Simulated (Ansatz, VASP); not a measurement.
## C: VASP beside Ansatz

File INCAR:

```
PREC = Accurate ; ENCUT = 520
EDIFF = 1E-7 ; ISMEAR = 0
SIGMA = 0.15 ; LREAL = F
LASPH = T ; NELM = 100
ALGO = Normal ; ISIF = 2
LWAVE = F ; LCHARG = F
GGA = PE ; NBANDS = 16
```

The input KPOINTS:

```
Automatic mesh
0
Gamma
  24 24 6
```

File POSCAR:

```
C
1.0
    2.4665344233      0.0000000000      0.0000000000
   -1.2332672117      2.1360814699      0.0000000000
    0.0000000000      0.0000000000      8.8107973764
C
4
Direct
    0.0000000000      0.0000000000      0.0025000000
    0.0000000000      0.0000000000      0.5025000000
    0.3333333333      0.6666666667      0.0025000000
    0.6666666667      0.3333333333      0.5025000000
```

Input for Ansatz:

```yaml
crystal:
  lattice:
    - [2.4665344233, 0.0, 0.0]
    - [-1.2332672117, 2.1360814699, 0.0]
    - [0.0, 0.0, 8.8107973764]
  atoms:
    - { symbol: C, position: [0.0, 0.0, 0.0025] }
    - { symbol: C, position: [0.0, 0.0, 0.5025] }
    - { symbol: C, position: [0.3333333333, 0.6666666667, 0.0025] }
    - { symbol: C, position: [0.6666666667, 0.3333333333, 0.5025] }
basis:
  ecutwfc: 420
kpoints:
  mp_grid: { grid: [24, 24, 6] }
hamiltonian:
  xc: pbe
scf:
  occupations: { method: gaussian, width: 0.15 }
output:
  forces: true
  stress: true
  eigenvalues: true
```

Change from the starting cell: strain +0.0350 x Voigt [0, 0, 1, 0, 0, 0], atoms carried along.

Alike in both runs: task single point; functional PBE; k mesh 24 × 24 × 6; occupations gaussian, width 0.15 eV; no spin polarisation.

|  | VASP | Ansatz |
| --- | --- | --- |
| version | VASP 6.6.1 | Ansatz 0.2.0 |
| potentials or method | VASP PAW PBE potentials, release 64 (C), cutoff 520 eV | scalar-relativistic, plane waves, PAW |
| valence electrons in the cell | 16 | 16 |

|  | VASP | Ansatz | Ansatz less VASP |
| --- | --- | --- | --- |
| gap on the k mesh at the Fermi level (eV) | none | none | - |
| pressure (GPa) | 0.3 | 0.0 | -0.34 |
| traceless stress, the component that is largest in VASP (GPa) | -0.40 | 0.00 | +0.401 |

A gap of «none» marks a metal or a gap that the smearing closes. With one functional, cell and mesh, what is left measures potentials, basis and numerics.
